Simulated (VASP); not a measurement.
# Al (Im-3m) in VASP: further runs

Al is run at these levels: r2SCAN; tasks: single point, relaxation of cell and atoms.

Everything below comes from runs of VASP 6.6.1. Logs are shortened: lines on timing, memory, paths and dates and some standing lists are left out, and cuts for length are marked.

## (1) The cell of the first run

It takes space group Im-3m (No. 229, cubic). Conventional cell: a = 3.189 Å, b = 3.189 Å, c = 3.189 Å, α = 90.00°, β = 90.00°, γ = 90.00°. Within 3.6 Å of Al (site symmetry m-3m) lie 14 Al at 2.76 to 3.19 Å.

## (2) Single point, r2SCAN

The input, POSCAR:

```
Al
1.0
    0.0000000000     -3.1887371512      0.0000000000
   -3.1887371512      0.0000000000      0.0000000000
    0.0000000000      0.0000000000     -3.1887371512
Al
2
Direct
    0.5000000000      0.5000000000      0.5000000000
    0.0000000000      0.0000000000      0.0000000000
```

The input, INCAR.step1:

```
SYSTEM = Al
  ALGO = Normal
  EDIFF = 1E-4
  ENCUT = 520
  GGA = PE
  ISMEAR = 0
  LASPH = .True.
  LCHARG = .False.
  LREAL = .False.
  LWAVE = .True.
  NBANDS = 10
  NELM = 100
  PREC = Accurate
  SIGMA = 0.15
```

The input, INCAR.step2:

```
SYSTEM = Al
  ALGO = Normal
  EDIFF = 1E-6
  ENCUT = 520
  ISIF = 2
  ISMEAR = 0
  ISTART = 1
  LASPH = .True.
  LCHARG = .False.
  LMIXTAU = .True.
  LREAL = .False.
  LWAVE = .False.
  METAGGA = R2SCAN
  NBANDS = 10
  NELM = 100
  PREC = Accurate
  SIGMA = 0.15
```

The input, KPOINTS:

```
k-points
0
Gamma
  10 10 10
  0 0 0
```

Potentials or basis: VASP PAW PBE potentials, release 64 (Al).

Started as:

```
cat potpaw_PBE.64/Al/POTCAR > POTCAR
cp INCAR.step1 INCAR
mpirun -np 1 vasp_std > vasp.out
cp INCAR.step2 INCAR
mpirun -np 1 vasp_std > vasp.out
```

OUTCAR:

```text
SYSTEM = Al
   EDIFF = 1E-6
   ENCUT = 520
   ISIF = 2
   ISMEAR = 0
   ISTART = 1
   LASPH = .True.
   LREAL = .False.
   METAGGA = R2SCAN
   NELM = 100
   PREC = Accurate

 ion  position               nearest neighbor table
   1  0.500  0.500  0.500-   2 2.76   2 2.76   2 2.76   2 2.76   2 2.76   2 2.76   2 2.76   2 2.76

   2  0.000  0.000  0.000-   1 2.76   1 2.76   1 2.76   1 2.76   1 2.76   1 2.76   1 2.76   1 2.76

  LATTYP: Found a simple cubic cell.
 ALAT       =     3.1887371512

  Lattice vectors:

 A1 = (   0.0000000000,  -3.1887371512,   0.0000000000)
 A2 = (  -3.1887371512,   0.0000000000,   0.0000000000)
 A3 = (   0.0000000000,   0.0000000000,  -3.1887371512)

Analysis of symmetry for initial positions (statically):
=====================================================================
 Subroutine PRICEL returns following result:

  LATTYP: Found a body centered cubic cell.
 ALAT       =     3.1887371512

  Lattice vectors:

 A1 = (  -1.5943685756,  -1.5943685756,   1.5943685756)
 A2 = (  -1.5943685756,   1.5943685756,  -1.5943685756)
 A3 = (   1.5943685756,  -1.5943685756,  -1.5943685756)

   2 primitive cells build up your supercell.

 Routine SETGRP: Setting up the symmetry group for a
 simple cubic supercell.

 Subroutine GETGRP returns: Found 48 space group operations
 (whereof 48 operations were pure point group operations)
 out of a pool of 48 trial point group operations.

The static configuration has the point symmetry O_h .

Analysis of symmetry for dynamics (positions and initial velocities):
=====================================================================
 Subroutine PRICEL returns following result:

  LATTYP: Found a body centered cubic cell.
 ALAT       =     3.1887371512

  Lattice vectors:

 A1 = (  -1.5943685756,  -1.5943685756,   1.5943685756)
 A2 = (  -1.5943685756,   1.5943685756,  -1.5943685756)
 A3 = (   1.5943685756,  -1.5943685756,  -1.5943685756)

   2 primitive cells build up your supercell.

 Routine SETGRP: Setting up the symmetry group for a
 simple cubic supercell.

 Subroutine GETGRP returns: Found 48 space group operations
 (whereof 48 operations were pure point group operations)
 out of a pool of 48 trial point group operations.

The dynamic configuration has the point symmetry O_h .

 Subroutine INISYM returns: Found 48 space group operations
 (whereof 48 operations are pure point group operations),
 and found     2 'primitive' translations

----------------------------------------------------------------------------------------

                                     Primitive cell

  volume of cell :      16.2116

  direct lattice vectors                    reciprocal lattice vectors
    -1.594368576 -1.594368576  1.594368576    -0.313603772 -0.313603772  0.000000000
    -1.594368576  1.594368576 -1.594368576    -0.313603772  0.000000000 -0.313603772
     1.594368576 -1.594368576 -1.594368576     0.000000000 -0.313603772 -0.313603772

  length of vectors
     2.761527379  2.761527379  2.761527379     0.443502708  0.443502708  0.443502708

  position of ions in fractional coordinates (direct lattice)
     0.000000000  1.000000000  0.000000000

  ion indices of the primitive-cell ions
   primitive index   ion index
                 1           1

----------------------------------------------------------------------------------------

 KPOINTS: k-points

Automatic generation of k-mesh.
 Grid dimensions read from file:
 generate k-points for:   10   10   10

 Generating k-lattice:

  Cartesian coordinates                     Fractional coordinates (reciprocal lattice)
     0.000000000 -0.031360377  0.000000000     0.100000000  0.000000000  0.000000000
    -0.031360377  0.000000000  0.000000000     0.000000000  0.100000000  0.000000000
     0.000000000  0.000000000 -0.031360377     0.000000000  0.000000000  0.100000000

  Length of vectors
     0.031360377  0.031360377  0.031360377

  Shift w.r.t. Gamma in fractional coordinates (k-lattice)
     0.000000000  0.000000000  0.000000000

 Subroutine IBZKPT returns following result:
 ===========================================

 Found     56 irreducible k-points:

 Following reciprocal coordinates:
            Coordinates               Weight
  0.000000  0.000000  0.000000      1.000000
  0.100000  0.000000  0.000000      6.000000
  0.200000  0.000000  0.000000      6.000000
  0.300000  0.000000  0.000000      6.000000
  0.400000  0.000000  0.000000      6.000000
  0.500000  0.000000  0.000000      3.000000
[... 16 lines left out ...]
  0.200000  0.100000  0.100000     24.000000
  0.300000  0.100000  0.100000     24.000000
 [... further k-points ...]
   k-points           NKPTS =     56   k-points in BZ     NKDIM =     56   number of bands    NBANDS=     10
   number of dos      NEDOS =    301   number of ions     NIONS =      2
   total plane-waves  NPLWV =  13824
   dimension x,y,z NGX =    24 NGY =   24 NGZ =   24
   dimension x,y,z NGXF=    48 NGYF=   48 NGZF=   48
   ions per type =               2
   NGX,Y,Z   is equivalent  to a cutoff of  12.51, 12.51, 12.51 a.u.
   NGXF,Y,Z  is equivalent  to a cutoff of  25.02, 25.02, 25.02 a.u.
 SYSTEM =  Al
   PREC   = accura    normal or accurate (medium, high low for compatibility)
   ISTART =      1    job   : 0-new  1-cont  2-samecut
   ICHARG =      0    charge: 1-file 2-atom 10-const
   ISPIN  =      1    spin polarized calculation?
   LNONCOLLINEAR =      F non collinear calculations
   LSORBIT =      F    spin-orbit coupling
   LASPH  =      T    aspherical Exc in radial PAW
   ENCUT  =  520.0 eV  38.22 Ry    6.18 a.u.   5.93  5.93  5.93*2*pi/ulx,y,z
   NELM   =    100;   NELMIN=  2; NELMDL=  0     # of ELM steps
   EDIFF  = 0.1E-05   stopping-criterion for ELM
   LREAL  =      F    real-space projection
   EDIFFG = 0.1E-04   stopping-criterion for IOM
   NSW    =      0    number of steps for IOM
   IBRION =     -1    ionic relax: 0-MD 1-quasi-New 2-CG
   NFREE  =      0    steps in history (QN), initial steepest desc. (CG)
   ISIF   =      2    stress and relaxation
   ISYM   =      2    0-nonsym 1-usesym 2-fastsym
   POTIM  = 0.5000    time-step for ionic-motion
   TEBEG  =    0.0;   TEEND  =   0.0 temperature during run
   PSTRESS=    0.0 pullay stress
   NELECT =       6.0000    total number of electrons
   NUPDOWN=      -1.0000    fix difference up-down
   EMIN   =  10.00;   EMAX   =-10.00  energy-range for DOS
   EFERMI =   0.00;   METHOD = LEGACY
   ISMEAR =     0;   SIGMA  =   0.15  broadening in eV -4-tet -1-fermi 0-gaus
   EFERMI_NEDOS =   21; number of points for ismear=-14 and -15
   IALGO  =     38    algorithm
   IMIX   =      4    mixing-type and parameters
     AMIX     =   0.40;   BMIX     =  1.00
     AMIX_MAG =   1.60;   BMIX_MAG =  1.00
  volume/ion in A,a.u.               =      16.21       109.40
  Fermi-wavevector in a.u.,A,eV,Ry     =   0.932910  1.762945 11.841443  0.870322
  Thomas-Fermi vector in A             =   2.059557
   LORBIT       =      0    0 simple, 1 ext, 2 COOP (PROOUT), +10 PAW based schemes
   METAGGA = R2SCAN    functional components
   LHFCALC =     F    Hartree Fock is set to
   AEXX    =    0.0000 exact exchange contribution
   IVDW    =     0    specifies the selected vdW correction
   LEPSILON=     F    determine dielectric tensor
   LRPA    =     F    only Hartree local field effects (RPA)
 non-spin polarized calculation
 Gauss-broadening in eV      SIGMA  =   0.15
  energy-cutoff  :      520.00
  volume of cell :       32.42
 maximum number of plane-waves:       912
 NGX is ok and might be reduce to    24

 number of electron       6.0000000 magnetization

 Free energy of the ion-electron system (eV)
  ---------------------------------------------------
  ext. energy  EPLUGINS =         0.00000000
  ---------------------------------------------------
  free energy    TOTEN  =       -13.24428171 eV

  energy without entropy =      -13.22876509  energy(sigma->0) =      -13.23652340

 E-fermi :   8.2470     XC(G=0): -10.9879

 val. band max:        8.2274974632   @ k =   0.5000   0.4000   0.4000
 cond. band min:       8.2851822345   @ k =   0.4000   0.4000   0.3000
 fundamental gap:      0.0576847712
 Fermi energy:         8.2470037959

 k-point     1 :       0.0000    0.0000    0.0000
  band No.  band energies     occupation
      1      -3.7689      2.00000
      2      10.2543      0.00000
      3      10.2543      0.00000
      4      10.2543      0.00000
      5      11.1566      0.00000
      6      11.1566      0.00000
      7      14.9190      0.00000
      8      22.3627      0.00000
      9      22.3627      0.00000
     10      22.3627      0.00000

 k-point     2 :       0.1000    0.0000    0.0000
  band No.  band energies     occupation
      1      -3.6140      2.00000
      2       8.1719      1.52109
      3      10.3894      0.00000
      4      10.3894      0.00000
      5      11.3128      0.00000
      6      12.8448      0.00000
      7      15.7049      0.00000
      8      20.9449      0.00000
      9      20.9449      0.00000
     10      22.5139      0.00000

 k-point     3 :       0.2000    0.0000    0.0000
  band No.  band energies     occupation
      1      -3.1504      2.00000
      2       5.7970      2.00000
      3      10.7947      0.00000
      4      10.7947      0.00000
      5      11.7815      0.00000
      6      13.9792      0.00000
      7      18.1069      0.00000
      8      18.8490      0.00000
      9      18.8490      0.00000
     10      21.0792      0.00000
[... 248 lines left out ...]
 k-point    23 :       0.2000    0.1000    0.1000
  band No.  band energies     occupation
      1      -2.8422      2.00000
      2       6.0581      2.00000
      3       8.6256      0.00036
      4       9.4530      0.00000
      5      14.5333      0.00000
      6      15.7297      0.00000
      7      17.1684      0.00000
      8      17.5897      0.00000
      9      18.4747      0.00000
     10      19.9720      0.00000

 k-point    24 :       0.3000    0.1000    0.1000
  band No.  band energies     occupation
      1      -2.0744      2.00000
      2       3.9119      2.00000
      3       9.3437      0.00000
      4      10.1346      0.00000
      5      15.0602      0.00000
      6      15.2703      0.00000
      7      15.6288      0.00000
      8      16.6980      0.00000
      9      20.5176      0.00000
     10      21.1226      0.00000

 [... further k-points ...]
[... 5 lines left out ...]
  --------------------------------------------------------------------------------------
  -------------------------------------------------------------------------------------
  Total       -0.0485437     -0.0485437     -0.0485437      0.0000000     -0.0000000      0.0000000
  in kB       -2.3987641     -2.3987641     -2.3987641      0.0000000     -0.0000000      0.0000000
  external PRESSURE =      -2.3987641 kB  Pullay stress =       0.0000000 kB

 VOLUME and BASIS-vectors are now :
 -----------------------------------------------------------------------------
  energy-cutoff  :      520.00
  volume of cell :       32.42
      direct lattice vectors                 reciprocal lattice vectors
     0.000000000 -3.188737151  0.000000000     0.000000000 -0.313603772  0.000000000
    -3.188737151  0.000000000  0.000000000    -0.313603772  0.000000000  0.000000000
     0.000000000  0.000000000 -3.188737151     0.000000000  0.000000000 -0.313603772

 POSITION                                       TOTAL-FORCE (eV/Angst)
 -----------------------------------------------------------------------------------
     -1.59437     -1.59437     -1.59437        -0.000000      0.000000      0.000000
      0.00000      0.00000      0.00000         0.000000     -0.000000     -0.000000
 -----------------------------------------------------------------------------------
    total drift:                                0.000000      0.000000      0.000000

  FREE ENERGIE OF THE ION-ELECTRON SYSTEM (eV)
  ---------------------------------------------------
  free  energy   TOTEN  =       -13.2442817110 eV

  energy  without entropy=      -13.2287650873  energy(sigma->0) =      -13.23652340
```

Wall time 39 s (1 thread of AMD EPYC 7R43 (Zen 3), shared host); peak memory 0.11 GiB.

What came out:

- Free energy: -13.2443 eV
- Pressure: -0.2 GPa
- Band gap on the k mesh: zero (band 3 reaches 13.64 eV, above the bottom of band 4 at 4.19 eV)

Levels at points of the mesh, in eV from the Fermi level:
```
           k point  band 1  band 2  band 3  band 4  band 5  band 6  band 7
(0.00, 0.00, 0.00)  -12.02    2.01    2.01    2.01    2.91    2.91    6.67
(0.50, 0.00, 0.00)   -8.19   -8.19    5.39    5.39    5.39    5.39    6.81
(0.50, 0.50, 0.00)   -4.81   -4.81   -4.06   -4.06    8.69    8.69    8.93
(0.50, 0.50, 0.50)   -1.21   -1.21   -1.21   -1.21   -1.21   -1.21    0.87
```

Caveat: the PAW data sets were made with another functional, which shifts forces and pressure a little.

## (3) Single point, r2SCAN

This run uses another cell than the first one: it holds 1 atom, not 2.

The input, POSCAR:

```
Al
1.0
   -1.5943685756      1.5943685756      1.5943685756
    1.5943685756     -1.5943685756      1.5943685756
    1.5943685756      1.5943685756     -1.5943685756
Al
1
Direct
    0.0000000000      0.0000000000      0.0000000000
```

The input, INCAR.step1:

```
SYSTEM = Al
  ALGO = Normal
  EDIFF = 1E-4
  ENCUT = 520
  GGA = PE
  ISMEAR = 0
  LASPH = .TRUE.
  LCHARG = .FALSE.
  LREAL = .FALSE.
  LWAVE = .TRUE.
  NBANDS = 8
  NELM = 100
  PREC = Accurate
  SIGMA = 0.1
```

The input, INCAR.step2:

```
SYSTEM = Al
  ALGO = Normal
  EDIFF = 1E-6
  ENCUT = 520
  ISIF = 2
  ISMEAR = 0
  ISTART = 1
  LASPH = .TRUE.
  LCHARG = .FALSE.
  LMIXTAU = .TRUE.
  LREAL = .FALSE.
  LWAVE = .FALSE.
  METAGGA = R2SCAN
  NBANDS = 8
  NELM = 100
  PREC = Accurate
  SIGMA = 0.1
```

The input, KPOINTS:

```
k-points
0
G
  18 18 18
  0 0 0
```

Potentials or basis: VASP PAW PBE potentials, release 64 (Al).

Started as:

```
cat potpaw_PBE.64/Al/POTCAR > POTCAR
cp INCAR.step1 INCAR
mpirun -np 1 vasp_std > vasp.out
cp INCAR.step2 INCAR
mpirun -np 1 vasp_std > vasp.out
```

It took 93 s on 1 thread of AMD EPYC 7R43 (Zen 3), shared host; peak memory 0.12 GiB.

The run converged. Its results:

* Free energy: -6.6261 eV
* Pressure: -0.3 GPa

Levels at points of the mesh, in eV from the Fermi level:
| k point | band 1 | band 2 | band 3 | band 4 | band 5 | band 6 |
| --- | --- | --- | --- | --- | --- | --- |
| (0.00, 0.00, 0.00) | -12.02 | 14.12 | 14.12 | 14.12 | 16.16 | 16.16 |
| (0.50, 0.00, 0.00) | -4.81 | -4.06 | 8.69 | 8.93 | 10.73 | 12.39 |
| (0.50, 0.50, 0.50) | 2.01 | 2.01 | 2.01 | 2.91 | 2.91 | 6.67 |

Caveat: the PAW data sets were made with another functional, which shifts forces and pressure a little.

(Part 1 of 2 ends here.)
